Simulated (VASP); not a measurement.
BeS2, 6 atoms in the cell. Symmetry: P-42_1m, No. 113, tetragonal system. Conventional cell: a = 4.682 Å, b = 4.682 Å, c = 5.563 Å, α = 90.00°, β = 90.00°, γ = 90.00°. Be (site symmetry -4) has 4 S at 2.10 Å within 2.8 Å. S (site symmetry m) has 2 Be at 2.10 Å and 1 S at 2.12 Å within 2.8 Å. 

| Quantity | Value |
| --- | --- |
| Program | VASP 6.6.1 |
| Task | relaxation of cell and atoms |
| Functional | PBE |
| Potentials or basis | VASP PAW PBE potentials, release 64 (Be, S) |
| Cutoff | 600 eV |
| k mesh | 6 × 6 × 6 |
| Occupations | gaussian, width 0.02 eV |
| Spin | no spin polarisation |
| Dipole correction | no |
| Further INCAR settings | ALGO = Normal; EDIFF = 1e-07; IBRION = 2; EDIFFG = -0.01; NSW = 100; ISIF = 3 |

Potentials or basis: VASP PAW PBE potentials, release 64 (Be, S).

Launch:

```console
$ cat potpaw_PBE.64/Be/POTCAR potpaw_PBE.64/S/POTCAR > POTCAR
$ mpirun -np 1 vasp_std > vasp.out
```

Hardware: 1 thread of Intel(R) Xeon(R) 6975P-C (Granite Rapids) (shared host).

Task: Estimate the wall time of this run.

Result: Wall time 6.7 min on 1 thread of Intel(R) Xeon(R) 6975P-C (Granite Rapids) (shared host), peak memory 0.32 GiB. Counts: scf iterations 122, k points 40, ion steps 14.
